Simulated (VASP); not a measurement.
AlFe3B:

```
Fe Al B
1.0
     3.82232    0.00000    0.00000
     0.00000    3.82232    0.00000
     0.00000    0.00000    3.82232
Fe Al B
3 1 1
Direct
  0.00000 0.00000 0.50000
  0.00000 0.50000 0.00000
  0.50000 0.00000 0.00000
  0.50000 0.50000 0.50000
  0.00000 0.00000 0.00000
```

Base run:

| Property | Result |
| --- | --- |
| Program | VASP 6.6.1 |
| Functional | PBEsol |
| Potentials or basis | VASP PAW PBE potentials, release 64 (Fe, Al, B) |
| Cutoff | 520 eV |
| k mesh | 7 × 7 × 7 |
| Occupations | fermi-dirac, width 0.05 eV |
| Spin | collinear spin, ferrimagnetic start |
| Starting moments | [1.51, -0.2, 2.24, 0.0, 0.0] μB |

Its results: pressure -7.0 GPa.

**Question.** The run is repeated on the same cell with these changes: spin from collinear spin, ferrimagnetic start to no spin polarisation; further incar settings from ALGO = Normal; EDIFF = 1e-06; NBANDS = 27 to ALGO = Normal; EDIFF = 1e-07; NBANDS = 23. What comes out?

**Answer.** Pressure -12.6 GPa.

Caveats: the PAW data sets were made with another functional, which shifts forces and pressure a little.
